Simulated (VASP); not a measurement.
Fe, 1 atom in the cell. Symmetry: Im-3m, No. 229, cubic system. Conventional cell: a = 2.730 Å, b = 2.730 Å, c = 2.730 Å, α = 90.00°, β = 90.00°, γ = 90.00°. Fe (site symmetry m-3m) has 14 Fe at 2.36 to 2.73 Å within 3.1 Å. 

- Program: VASP 6.6.1
- Task: single point
- Functional: r2SCAN
- Potentials or basis: VASP PAW PBE potentials, release 64 (Fe)
- Cutoff: 660 eV
- k mesh: 16 × 16 × 16
- Occupations: fermi-dirac, width 0.1 eV
- Spin: no spin polarisation
- Dipole correction: no
- Further INCAR settings: ALGO = Normal; EDIFF = 1e-06; NBANDS = 10

Potentials or basis: VASP PAW PBE potentials, release 64 (Fe).

Launch:

```bash
$ cat potpaw_PBE.64/Fe/POTCAR > POTCAR
$ cp INCAR.step1 INCAR
$ mpirun -np 1 vasp_std > vasp.out
$ cp INCAR.step2 INCAR
$ mpirun -np 1 vasp_std > vasp.out
```

Hardware: 1 thread of Intel(R) Xeon(R) Platinum 8559C (Emerald Rapids), on a shared host.

Task: Estimate the wall time of this run.

Result: It took 35 s on 1 thread of Intel(R) Xeon(R) Platinum 8559C (Emerald Rapids) (shared host), peak memory 0.14 GiB. Counts: k points 145.
